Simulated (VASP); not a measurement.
TaN, 2 atoms in the cell. It takes space group P-6m2 (No. 187, hexagonal). Conventional cell: a = 3.010 Å, b = 3.010 Å, c = 2.951 Å, α = 90.00°, β = 90.00°, γ = 120.00°. Ta (site symmetry -6m2) has 6 N at 2.28 Å and 8 Ta at 2.95 to 3.01 Å within 3.1 Å. Within 3.1 Å of N (site symmetry -6m2) lie 6 Ta at 2.28 Å and 8 N at 2.95 to 3.01 Å. 

| Item | Value |
| --- | --- |
| Program | VASP 6.6.1 |
| Task | relaxation of shape and atoms at fixed volume |
| Functional | PBE |
| Potentials or basis | VASP PAW PBE potentials, release 64 (Ta_pv, N) |
| Cutoff | 600 eV |
| k mesh | 24 × 24 × 20 |
| Occupations | gaussian, width 0.1 eV |
| Spin | no spin polarisation |
| Dipole correction | no |
| Further INCAR settings | ALGO = Normal; EDIFF = 1e-06; IBRION = 2; EDIFFG = -0.01; NSW = 50; ISIF = 4 |

Potentials or basis: VASP PAW PBE potentials, release 64 (Ta_pv, N).

Run with:

```sh
$ cat potpaw_PBE.64/Ta_pv/POTCAR potpaw_PBE.64/N/POTCAR > POTCAR
$ mpirun -np 1 vasp_std > vasp.out
```

Hardware: 1 thread of Intel(R) Xeon(R) 6975P-C (Granite Rapids), on a shared host.

Estimate the wall time of this run.

It took 110 s on 1 thread of Intel(R) Xeon(R) 6975P-C (Granite Rapids), with other jobs on the host, peak memory 0.36 GiB. Counts: scf iterations 20, k points 671, ion steps 3.
